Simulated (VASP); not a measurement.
# BN (F-43m) in VASP: a series of runs, part 2 of 2

VASP 6.6.1.

**3. G0W0 quasiparticle levels, PBE**

Contents of POSCAR:

```
BN
1.0
    0.0000000000      1.8048254656      1.8048254656
    1.8048254656      0.0000000000      1.8048254656
    1.8048254656      1.8048254656      0.0000000000
B N
1 1
Direct
    0.0000000000      0.0000000000      0.0000000000
    0.2500000000      0.2500000000      0.2500000000
```

Contents of INCAR.step1:

```
SYSTEM = BN
ALGO = Normal ; EDIFF = 1E-8
ENCUT = 500 ; GGA = PE
ISMEAR = 0 ; LASPH = .True.
LCHARG = .False. ; LREAL = .False.
LWAVE = .True. ; NELM = 60
PREC = Accurate ; SIGMA = 0.01
```

Contents of INCAR.step2:

```
SYSTEM = BN
ALGO = Exact ; EDIFF = 1E-8
ENCUT = 500 ; GGA = PE
ISMEAR = 0 ; ISTART = 1
LASPH = .True. ; LCHARG = .False.
LOPTICS = .True. ; LREAL = .False.
LWAVE = .True. ; NBANDS = 39
NELM = 1 ; PREC = Accurate
SIGMA = 0.01
```

Contents of INCAR.step3:

```
SYSTEM = BN
ALGO = EVGW0 ; EDIFF = 1E-8
ENCUT = 500 ; ENCUTGW = 120.0
GGA = PE ; ISMEAR = 0
ISTART = 1 ; LASPH = .True.
LCHARG = .False. ; LREAL = .False.
LWAVE = .False. ; NBANDS = 39
NBANDSGW = 12 ; NELMGW = 1
NOMEGA = 48 ; PREC = Accurate
PRECFOCK = Fast ; SIGMA = 0.01
```

Contents of KPOINTS:

```
k-points
0
Gamma
  6 6 6
  0 0 0
```

Potentials or basis: VASP PAW PBE potentials, release 64 (B_GW, N_GW).

On the command line:

```bash
> cat potpaw_PBE.64/B_GW/POTCAR potpaw_PBE.64/N_GW/POTCAR > POTCAR
> cp INCAR.step1 INCAR
> mpirun -np 1 vasp_std > vasp.out
> cp INCAR.step2 INCAR
> mpirun -np 1 vasp_std > vasp.out
> cp INCAR.step3 INCAR
> mpirun -np 1 vasp_std > vasp.out
```

OUTCAR:

```text
SYSTEM = BN
   EDIFF = 1E-8
   ENCUT = 500
   ENCUTGW = 120.0
   GGA = PE
   ISMEAR = 0
   ISTART = 1
   LASPH = .True.
   LREAL = .False.
   NELMGW = 1
   PREC = Accurate
   PRECFOCK = Fast

 ion  position               nearest neighbor table
   1  0.000  0.000  0.000-   2 1.56   2 1.56   2 1.56   2 1.56
   2  0.250  0.250  0.250-   1 1.56   1 1.56   1 1.56   1 1.56

  LATTYP: Found a face centered cubic cell.
 ALAT       =     3.6096509312

  Lattice vectors:

 A1 = (   0.0000000000,   1.8048254656,   1.8048254656)
 A2 = (   1.8048254656,   0.0000000000,   1.8048254656)
 A3 = (   1.8048254656,   1.8048254656,   0.0000000000)

Analysis of symmetry for initial positions (statically):
=====================================================================
 Subroutine PRICEL returns:
[... 158 lines left out ...]
   NELMHF              =     1    number of iterations in the inner HF iteration
   NKREDLFX            =     1    NKREDLFY  =   1   NKREDLFZ  =   1
 non-spin polarized calculation
 Gauss-broadening in eV      SIGMA  =   0.01
  energy-cutoff  :      500.00
  volume of cell :       11.76
 maximum number of plane-waves:       310
 NGX is ok and might be reduce to    20
  NGX = 12; NGY = 12; NGZ = 12
   NGX =  9   NGY =  9   NGZ =  9
 maximum number of plane-waves:        40
 NGX is ok and might be reduce to    10

 QP shifts <psi_nk| G(iteration)W_0 |psi_nk>: iteration 1
 for sc-GW calculations column KS-energies equals QP-energies in previous step
 and V_xc(KS)=  KS-energies - (<T + V_ion + V_H > + <T+V_H+V_ion>^1  + <V_x>^1)

 k-point   1 :       0.0000    0.0000    0.0000
  band No.  KS-energies  QP-energies   sigma(KS)   V_xc(KS)     V^pw_x(r,r')   Z            occupation Imag(sigma)

      1     -12.7664     -14.6435     -17.9105     -15.4971     -26.5176       0.7778       2.0000       1.4610
      2       7.5171       6.9419     -18.9957     -18.2998     -21.9092       0.8264       2.0000       0.0873
      3       7.5171       6.9419     -18.9957     -18.2998     -21.9092       0.8264       2.0000       0.0873
      4       7.5171       6.9419     -18.9957     -18.2998     -21.9092       0.8264       2.0000       0.0873
      5      16.3585      17.8367     -12.0268     -13.8009      -7.0177       0.8332       0.0000      -0.1120
      6      16.3585      17.8367     -12.0268     -13.8009      -7.0177       0.8332       0.0000      -0.1120
      7      16.3585      17.8367     -12.0268     -13.8009      -7.0177       0.8332       0.0000      -0.1120
      8      17.9365      19.2619     -13.8222     -15.4444      -8.3820       0.8171       0.0000      -0.1367
      9      32.3460      32.9685     -10.6731     -11.4569      -3.3124       0.7943       0.0000      -0.6134
     10      35.3495      36.7921     -11.6232     -13.3424      -5.4646       0.8391       0.0000      -0.5771
     11      35.3495      36.7921     -11.6232     -13.3424      -5.4646       0.8391       0.0000      -0.5771
     12      35.9536      36.6849     -10.2352     -11.1067      -3.0540       0.8391       0.0000      -1.0191
[... 228 lines left out ...]
      1      -6.9251      -8.3242     -19.3407     -17.4809     -26.9063       0.7523       2.0000       0.6877
      2      -0.7040      -2.1812     -17.3493     -15.4654     -22.1106       0.7841       2.0000       0.2053
      3       1.2943       0.0492     -17.3675     -15.8126     -21.4612       0.8008       2.0000       0.1527
      4       1.3344       0.1443     -16.8150     -15.3355     -20.6535       0.8044       2.0000       0.1447
      5      15.3084      16.4435     -12.5454     -13.9037      -7.8517       0.8356       0.0000      -0.1082
      6      19.5701      20.8410     -12.0279     -13.5608      -6.6699       0.8291       0.0000      -0.1327
      7      22.6632      24.4060     -13.0189     -15.2165      -6.4472       0.7931       0.0000      -0.2237
      8      24.3752      26.2300     -13.2590     -15.6215      -6.4999       0.7851       0.0000      -0.2513
      9      27.1737      28.9831     -13.9163     -16.2398      -6.8276       0.7788       0.0000      -0.3408
     10      33.4907      35.1427     -11.8448     -13.9142      -4.2245       0.7983       0.0000      -0.7541
     11      37.7926      39.0173     -11.3963     -12.8791      -4.1988       0.8259       0.0000      -0.9828
     12      40.9414      42.4128     -11.1678     -12.9550      -3.8572       0.8233       0.0000      -1.0812
```

OUTCAR.step2:

```text
SYSTEM = BN
   EDIFF = 1E-8
   ENCUT = 500
   GGA = PE
[... 850 lines left out ...]
  --------------------------------------------------------------------------------------------------------------
     0.00000     4.80232     4.80232     4.80232     0.00000     0.00000    -0.00000
     1.55277     4.86382     4.86382     4.86382     0.00000     0.00000    -0.00000
     3.10553     5.06544     5.06544     5.06544     0.00000     0.00000    -0.00000
     4.65830     5.46438     5.46438     5.46438     0.00000     0.00000    -0.00000
     6.21106     6.22075     6.22075     6.22075     0.00000     0.00000    -0.00000
     7.76383     7.92596     7.92596     7.92596     0.00000     0.00000    -0.00000
[... 92 lines left out ...]
   152.17105     0.95897     0.95897     0.95897    -0.00000    -0.00000     0.00000
   153.72382     0.95986     0.95986     0.95986    -0.00000    -0.00000     0.00000
```

Run time: 67 s. Hardware: 1 thread of Intel Xeon 8259CL, shared host; peak memory 0.19 GiB.

What came out:

| Property | Result |
| --- | --- |
| Band gap on the k mesh, mean-field level | 4.47 eV, indirect (least direct gap 8.84 eV) |
| Quasiparticle gap | 5.85 eV |
| Least direct quasiparticle gap | 10.89 eV |

Levels at points of the mesh, in eV from the valence-band top:
```csv
k point,band 2,band 3,band 4,band 5,band 6,band 7
"(0.00, 0.00, 0.00)",0.00,0.00,0.00,8.84,8.84,8.84
"(0.50, 0.00, 0.00)",-10.74,-1.95,-1.95,10.20,10.73,10.73
"(0.50, 0.50, 0.00)",-8.95,-4.93,-4.93,4.47,9.25,18.00
```

Caveat: the k points lie up to 0.50 Å⁻¹ apart; bands, screening cutoff and mesh are small and nothing is extrapolated, so the quasiparticle values aren't converged. A k mesh can miss the band edges.
